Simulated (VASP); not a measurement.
# TiTe2 in VASP: notebook

Runs on TiTe2. Level: PBEsol. Tasks: single point.

All numbers are computed with VASP 6.6.1; they aren't measurements. Logs are shortened: lines on timing, memory, paths and dates and some standing lists are left out, and cuts for length are marked.

**1. The cell of the first run**

Symmetry: P3m1, No. 156, trigonal system. Conventional cell: a = 3.777 Å, b = 3.777 Å, c = 6.498 Å, α = 90.00°, β = 90.00°, γ = 120.00°. Within 3.6 Å of Te (site symmetry 3m) lie 3 Ti at 2.71 Å. Within 4.0 Å of Te (site symmetry 3m) lie 3 Ti at 2.77 Å and 12 Te at 3.78 to 3.97 Å. Ti (site symmetry 3m) has 6 Te at 2.71 to 2.77 Å within 3.6 Å.

**2. Single point, PBEsol**

INCAR

```
SYSTEM = TiTe2
PREC = Accurate
ENCUT = 520
EDIFF = 1E-7
ISMEAR = 0
SIGMA = 0.02
LREAL = .False.
LASPH = .True.
NELM = 60
ALGO = Normal
ISIF = 2
LWAVE = .False.
LCHARG = .True.
GGA = PS
LELF = .True.
LVHAR = .True.
NBANDS = 19
```

KPOINTS

```
regular mesh
0
Gamma
  12 12 6
  0 0 0
```

POSCAR

```
TiTe2
1.0
    3.7770000000      0.0000000000      0.0000000000
   -1.8885000000      3.2709779501      0.0000000000
    0.0000000000      0.0000000000      6.4980000000
Te Ti
2 1
Direct
    0.3333333333      0.6666666667      0.7525893506
    0.6666666667      0.3333333333      0.2628000000
    0.0000000000      0.0000000000      0.0000000000
```

Potentials or basis: VASP PAW PBE potentials, release 64 (Te, Ti_sv).

On the command line:

```console
cat potpaw_PBE.64/Te/POTCAR potpaw_PBE.64/Ti_sv/POTCAR > POTCAR
mpirun -np 1 vasp_std > vasp.out
```

OUTCAR:

```text
SYSTEM = TiTe2
   PREC = Accurate
   ENCUT = 520
   EDIFF = 1E-7
   ISMEAR = 0
   LREAL = .False.
   LASPH = .True.
   NELM = 60
   ISIF = 2
   GGA = PS

 ion  position               nearest neighbor table
   1  0.333  0.667  0.753-   3 2.71   3 2.71   3 2.71
   2  0.667  0.333  0.263-   3 2.77   3 2.77   3 2.77
   3  0.000  0.000  0.000-   1 2.71   1 2.71   1 2.71   2 2.77   2 2.77   2 2.77

  LATTYP: Found a hexagonal cell.
 ALAT       =     3.7770000000
 C/A-ratio  =     1.7204130262

  Lattice vectors:

 A1 = (   3.7770000000,   0.0000000000,   0.0000000000)
 A2 = (  -1.8885000000,   3.2709779501,   0.0000000000)
 A3 = (   0.0000000000,   0.0000000000,   6.4980000000)

Analysis of symmetry for initial positions (statically):
=====================================================================
 Subroutine PRICEL returns:
 Original cell was already a primitive cell.

 Routine SETGRP: Setting up the symmetry group for a
 hexagonal supercell.

 Subroutine GETGRP returns: Found  6 space group operations
 (whereof  6 operations were pure point group operations)
 out of a pool of 24 trial point group operations.

The static configuration has the point symmetry C_3v.

Analysis of symmetry for dynamics (positions and initial velocities):
=====================================================================
 Subroutine PRICEL returns:
 Original cell was already a primitive cell.

 Routine SETGRP: Setting up the symmetry group for a
 hexagonal supercell.

 Subroutine GETGRP returns: Found  6 space group operations
 (whereof  6 operations were pure point group operations)
 out of a pool of 24 trial point group operations.

The dynamic configuration has the point symmetry C_3v.

 Subroutine INISYM returns: Found  6 space group operations
 (whereof  6 operations are pure point group operations),
 and found     1 'primitive' translations

----------------------------------------------------------------------------------------

                                     Primitive cell

  volume of cell :      80.2794

  direct lattice vectors                    reciprocal lattice vectors
     3.777000000  0.000000000  0.000000000     0.264760392  0.152859484  0.000000000
    -1.888500000  3.270977950  0.000000000     0.000000000  0.305718967  0.000000000
     0.000000000  0.000000000  6.498000000     0.000000000  0.000000000  0.153893506

  length of vectors
     3.777000000  3.777000000  6.498000000     0.305718967  0.305718967  0.153893506

  position of ions in fractional coordinates (direct lattice)
     0.333333333  0.666666667  0.752589351
     0.666666667  0.333333333  0.262800000
     0.000000000  0.000000000  0.000000000

  ion indices of the primitive-cell ions
   primitive index   ion index
                 1           1
                 2           2
                 3           3

----------------------------------------------------------------------------------------

 KPOINTS: regular mesh

Automatic generation of k-mesh.
 Grid dimensions read from file:
 generate k-points for:   12   12    6

 Generating k-lattice:

  Cartesian coordinates                     Fractional coordinates (reciprocal lattice)
     0.022063366  0.012738290  0.000000000     0.083333333 -0.000000000  0.000000000
     0.000000000  0.025476581  0.000000000     0.000000000  0.083333333  0.000000000
     0.000000000  0.000000000  0.025648918     0.000000000  0.000000000  0.166666667

  Length of vectors
     0.025476581  0.025476581  0.025648918

  Shift w.r.t. Gamma in fractional coordinates (k-lattice)
     0.000000000  0.000000000  0.000000000

 Subroutine IBZKPT returns following result:
 ===========================================

 Found    100 irreducible k-points:

 Following reciprocal coordinates:
            Coordinates               Weight
  0.000000  0.000000  0.000000      1.000000
  0.083333  0.000000  0.000000      6.000000
  0.166667  0.000000  0.000000      6.000000
  0.250000  0.000000  0.000000      6.000000
  0.333333  0.000000  0.000000      6.000000
  0.416667  0.000000  0.000000      6.000000
[... 16 lines left out ...]
  0.166667  0.000000  0.166667      6.000000
  0.000000  0.166667  0.166667      6.000000
 [... further k-points ...]
   k-points           NKPTS =    100   k-points in BZ     NKDIM =    100   number of bands    NBANDS=     19
   number of dos      NEDOS =    301   number of ions     NIONS =      3
   total plane-waves  NPLWV =  37632
   dimension x,y,z NGX =    28 NGY =   28 NGZ =   48
   dimension x,y,z NGXF=    56 NGYF=   56 NGZF=   96
   ions per type =               2   1
   NGX,Y,Z   is equivalent  to a cutoff of  12.32, 12.32, 12.28 a.u.
   NGXF,Y,Z  is equivalent  to a cutoff of  24.65, 24.65, 24.56 a.u.
 SYSTEM =  TiTe2
   PREC   = accura    normal or accurate (medium, high low for compatibility)
   ISTART =      0    job   : 0-new  1-cont  2-samecut
   ICHARG =      2    charge: 1-file 2-atom 10-const
   ISPIN  =      1    spin polarized calculation?
   LNONCOLLINEAR =      F non collinear calculations
   LSORBIT =      F    spin-orbit coupling
   LASPH  =      T    aspherical Exc in radial PAW
   ENCUT  =  520.0 eV  38.22 Ry    6.18 a.u.   7.02  7.02 12.08*2*pi/ulx,y,z
   NELM   =     60;   NELMIN=  2; NELMDL= -5     # of ELM steps
   EDIFF  = 0.1E-06   stopping-criterion for ELM
   LREAL  =      F    real-space projection
   EDIFFG = 0.1E-05   stopping-criterion for IOM
   NSW    =      0    number of steps for IOM
   IBRION =     -1    ionic relax: 0-MD 1-quasi-New 2-CG
   NFREE  =      0    steps in history (QN), initial steepest desc. (CG)
   ISIF   =      2    stress and relaxation
   ISYM   =      2    0-nonsym 1-usesym 2-fastsym
   POTIM  = 0.5000    time-step for ionic-motion
   TEBEG  =    0.0;   TEEND  =   0.0 temperature during run
   PSTRESS=    0.0 pullay stress
   NELECT =      24.0000    total number of electrons
   NUPDOWN=      -1.0000    fix difference up-down
   EMIN   =  10.00;   EMAX   =-10.00  energy-range for DOS
   EFERMI =   0.00;   METHOD = LEGACY
   ISMEAR =     0;   SIGMA  =   0.02  broadening in eV -4-tet -1-fermi 0-gaus
   EFERMI_NEDOS =   21; number of points for ismear=-14 and -15
   IALGO  =     38    algorithm
   IMIX   =      4    mixing-type and parameters
     AMIX     =   0.40;   BMIX     =  1.00
     AMIX_MAG =   1.60;   BMIX_MAG =  1.00
  volume/ion in A,a.u.               =      26.76       180.58
  Fermi-wavevector in a.u.,A,eV,Ry     =   1.094655  2.068597 16.303438  1.198269
  Thomas-Fermi vector in A             =   2.230964
   LORBIT       =      0    0 simple, 1 ext, 2 COOP (PROOUT), +10 PAW based schemes
   GGA     = PS    functional components
   LHFCALC =     F    Hartree Fock is set to
   AEXX    =    0.0000 exact exchange contribution
   IVDW    =     0    specifies the selected vdW correction
   LEPSILON=     F    determine dielectric tensor
   LRPA    =     F    only Hartree local field effects (RPA)
 non-spin polarized calculation
 Gauss-broadening in eV      SIGMA  =   0.02
  energy-cutoff  :      520.00
  volume of cell :       80.28
 maximum number of plane-waves:      2181
   NGX = 13   NGY = 13   NGZ = 25

 number of electron      23.9999998 magnetization

 Free energy of the ion-electron system (eV)
  ---------------------------------------------------
  ext. energy  EPLUGINS =         0.00000000
  ---------------------------------------------------
  free energy    TOTEN  =       -17.48670329 eV

  energy without entropy =      -17.48642202  energy(sigma->0) =      -17.48656265

 E-fermi :   6.7002     XC(G=0):  -9.9731

 val. band max:        6.6890623361   @ k =   0.3333   0.0000   0.5000
 cond. band min:       6.7108730386   @ k =   0.0000   0.0833   0.1667
 fundamental gap:      0.0218107025
 Fermi energy:         6.7001884776

 k-point     1 :       0.0000    0.0000    0.0000
  band No.  band energies     occupation
      1     -50.5423      2.00000
      2     -26.9094      2.00000
      3     -26.9094      2.00000
      4     -26.8701      2.00000
      5      -5.7964      2.00000
      6      -4.2666      2.00000
[... 11 lines left out ...]
     18      11.6758      0.00000
     19      12.6009      0.00000

 k-point     2 :       0.0833    0.0000    0.0000
  band No.  band energies     occupation
      1     -50.5421      2.00000
      2     -26.9125      2.00000
      3     -26.9101      2.00000
      4     -26.8694      2.00000
      5      -5.7186      2.00000
      6      -4.2283      2.00000
[... 11 lines left out ...]
     18      12.2553      0.00000
     19      13.0108      0.00000

 k-point     3 :       0.1667    0.0000    0.0000
  band No.  band energies     occupation
      1     -50.5415      2.00000
      2     -26.9208      2.00000
      3     -26.9120      2.00000
      4     -26.8675      2.00000
      5      -5.4920      2.00000
      6      -4.1214      2.00000
[... 11 lines left out ...]
     18      12.6949      0.00000
     19      13.6261      0.00000

 k-point     4 :       0.2500    0.0000    0.0000
  band No.  band energies     occupation
      1     -50.5406      2.00000
      2     -26.9321      2.00000
      3     -26.9145      2.00000
      4     -26.8648      2.00000
      5      -5.1396      2.00000
      6      -3.9725      2.00000
[... 11 lines left out ...]
     18      12.3673      0.00000
     19      13.2921      0.00000

 k-point     5 :       0.3333    0.0000    0.0000
  band No.  band energies     occupation
      1     -50.5398      2.00000
      2     -26.9434      2.00000
      3     -26.9171      2.00000
      4     -26.8621      2.00000
      5      -4.7080      2.00000
      6      -3.8327      2.00000
[... 11 lines left out ...]
     18      12.1337      0.00000
     19      12.5876      0.00000

 k-point     6 :       0.4167    0.0000    0.0000
  band No.  band energies     occupation
      1     -50.5392      2.00000
      2     -26.9516      2.00000
      3     -26.9189      2.00000
      4     -26.8601      2.00000
      5      -4.2823      2.00000
      6      -3.7778      2.00000
[... 11 lines left out ...]
     18      12.1028      0.00000
     19      12.2826      0.00000

 k-point     7 :       0.5000    0.0000    0.0000
  band No.  band energies     occupation
      1     -50.5390      2.00000
      2     -26.9546      2.00000
      3     -26.9196      2.00000
      4     -26.8593      2.00000
      5      -4.0388      2.00000
      6      -3.8278      2.00000
[... 11 lines left out ...]
     18      11.9803      0.00000
     19      12.2941      0.00000

 k-point     8 :       0.0833    0.0833    0.0000
  band No.  band energies     occupation
      1     -50.5416      2.00000
      2     -26.9180      2.00000
      3     -26.9115      2.00000
      4     -26.8681      2.00000
      5      -5.5664      2.00000
      6      -4.1556      2.00000
[... 256 lines left out ...]
 k-point    20 :       0.0000    0.0000    0.1667
  band No.  band energies     occupation
      1     -50.5423      2.00000
      2     -26.9094      2.00000
      3     -26.9094      2.00000
      4     -26.8702      2.00000
      5      -5.7292      2.00000
      6      -4.3991      2.00000
[... 11 lines left out ...]
     18      11.7402      0.00000
     19      13.0831      0.00000

 k-point    21 :       0.0833    0.0000    0.1667
  band No.  band energies     occupation
      1     -50.5421      2.00000
      2     -26.9125      2.00000
      3     -26.9101      2.00000
      4     -26.8695      2.00000
      5      -5.6525      2.00000
      6      -4.3559      2.00000
[... 11 lines left out ...]
     18      12.2730      0.00000
     19      13.4782      0.00000

 k-point    22 :       0.0000    0.0833    0.1667
  band No.  band energies     occupation
      1     -50.5421      2.00000
      2     -26.9125      2.00000
      3     -26.9101      2.00000
      4     -26.8695      2.00000
      5      -5.6519      2.00000
      6      -4.3572      2.00000
[... 11 lines left out ...]
     18      12.3021      0.00000
     19      13.4253      0.00000

 k-point    23 :       0.1667    0.0000    0.1667
  band No.  band energies     occupation
      1     -50.5415      2.00000
      2     -26.9208      2.00000
      3     -26.9120      2.00000
      4     -26.8675      2.00000
      5      -5.4308      2.00000
      6      -4.2321      2.00000
[... 11 lines left out ...]
     18      12.5133      0.00000
     19      13.4886      0.00000

 k-point    24 :       0.0000    0.1667    0.1667
  band No.  band energies     occupation
      1     -50.5415      2.00000
      2     -26.9208      2.00000
      3     -26.9120      2.00000
      4     -26.8675      2.00000
      5      -5.4259      2.00000
      6      -4.2419      2.00000
[... 11 lines left out ...]
     18      12.9139      0.00000
     19      13.4325      0.00000

 [... further k-points ...]

------------------------ aborting loop because EDIFF is reached ----------------------------------------

  FORCE on cell =-STRESS in cart. coord.  units (eV):
  Direction    XX          YY          ZZ          XY          YZ          ZX
  --------------------------------------------------------------------------------------
  -------------------------------------------------------------------------------------
  Total       -0.5439216     -0.5439216      0.4792486      0.0000000      0.0000000      0.0000000
  in kB      -10.8553195    -10.8553195      9.5646077      0.0000000      0.0000000      0.0000000
  external PRESSURE =      -4.0486771 kB  Pullay stress =       0.0000000 kB

 VOLUME and BASIS-vectors are now :
 -----------------------------------------------------------------------------
  energy-cutoff  :      520.00
  volume of cell :       80.28
      direct lattice vectors                 reciprocal lattice vectors
     3.777000000  0.000000000  0.000000000     0.264760392  0.152859484  0.000000000
    -1.888500000  3.270977950  0.000000000     0.000000000  0.305718967  0.000000000
     0.000000000  0.000000000  6.498000000     0.000000000  0.000000000  0.153893506

 POSITION                                       TOTAL-FORCE (eV/Angst)
 -----------------------------------------------------------------------------------
     -0.00000      2.18065      4.89033         0.000000      0.000000     -0.631389
      1.88850      1.09033      1.70767        -0.000000      0.000000      0.095943
      0.00000      0.00000      0.00000         0.000000     -0.000000      0.535446
 -----------------------------------------------------------------------------------
    total drift:                                0.000000     -0.000000      0.000015

  FREE ENERGIE OF THE ION-ELECTRON SYSTEM (eV)
  ---------------------------------------------------
  free  energy   TOTEN  =       -17.4867032867 eV

  energy  without entropy=      -17.4864220170  energy(sigma->0) =      -17.48656265
```

It took 3.5 min on 1 thread of Intel Xeon 8259CL, shared host; peak memory 0.29 GiB.

Results:

```
Free energy            : -17.4867 eV
Pressure               : -0.4 GPa
Largest force          : 0.631 eV/Å
Band gap on the k mesh : zero (bands 12 and 13 overlap by 0.60 eV)
```

Forces in eV/Å, atoms in the order of the input:
```
Te   0.000  0.000 -0.631
Te   0.000  0.000  0.096
Ti   0.000  0.000  0.535
```

Caveat: the PAW data sets were made with another functional, which shifts forces and pressure a little; spin-orbit coupling is left out, which moves the levels of the heavy elements; this functional lacks dispersion, which binds the layers, so the pressure and a relaxed spacing across them are unreliable.

(Part 1 of 2 ends here.)
